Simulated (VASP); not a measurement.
Input of a VASP 6.6.1 run:

POSCAR

```
Cs
1.0
    5.3341056529      0.0000000000      0.0000000000
   -2.6670480350      4.6194653812      0.0000000000
    0.0000000000      0.0000000000      8.8722529836
Cs
2
Direct
    0.3333333333      0.6666666667      0.2500000000
    0.6666666667      0.3333333333      0.7500000000
```

INCAR.step1

```
PREC     = Accurate       # precision mode
ENCUT    = 520            # plane-wave cutoff, eV
ISMEAR   = 0              # smearing method
SIGMA    = 0.1            # smearing width, eV
LREAL    = False          # projectors in reciprocal space
LASPH    = True           # aspherical terms in the spheres
NELM     = 80             # most SCF steps
NBANDS   = 16             # bands
GGA      = PE             # functional
ALGO     = Normal         # electronic algorithm
EDIFF    = 1E-4           # SCF threshold, eV
LWAVE    = True           # write WAVECAR
LCHARG   = False          # write CHGCAR
```

Contents of INCAR.step2:

```
PREC     = Accurate       # precision mode
ENCUT    = 520            # plane-wave cutoff, eV
EDIFF    = 1E-7           # SCF threshold, eV
ISMEAR   = 0              # smearing method
SIGMA    = 0.1            # smearing width, eV
LREAL    = False          # projectors in reciprocal space
LASPH    = True           # aspherical terms in the spheres
NELM     = 80             # most SCF steps
ALGO     = Normal         # electronic algorithm
ISIF     = 2              # what is computed and relaxed
LWAVE    = False          # write WAVECAR
LCHARG   = False          # write CHGCAR
METAGGA  = R2SCAN         # meta-GGA
LMIXTAU  = True         
NBANDS   = 16             # bands
ISTART   = 1
```

Contents of KPOINTS:

```
regular mesh
0
Gamma
  5 5 3
```

Potentials or basis: VASP PAW PBE potentials, release 64 (Cs_sv).

Launch:

```bash
$ cat potpaw_PBE.64/Cs_sv/POTCAR > POTCAR
$ cp INCAR.step1 INCAR
$ mpirun -np 1 vasp_std > vasp.out
$ cp INCAR.step2 INCAR
$ mpirun -np 1 vasp_std > vasp.out
```

Question: What does it give for the pressure?

Answer: 0.3 GPa.

Question: Predict the band gap on the k mesh.

Answer: Zero (band 9 reaches 1.10 eV, above the bottom of band 10 at -0.04 eV).

Caveat: the PAW data sets were made with another functional, which shifts forces and pressure a little; spin-orbit coupling is left out, which moves the levels of the heavy elements.
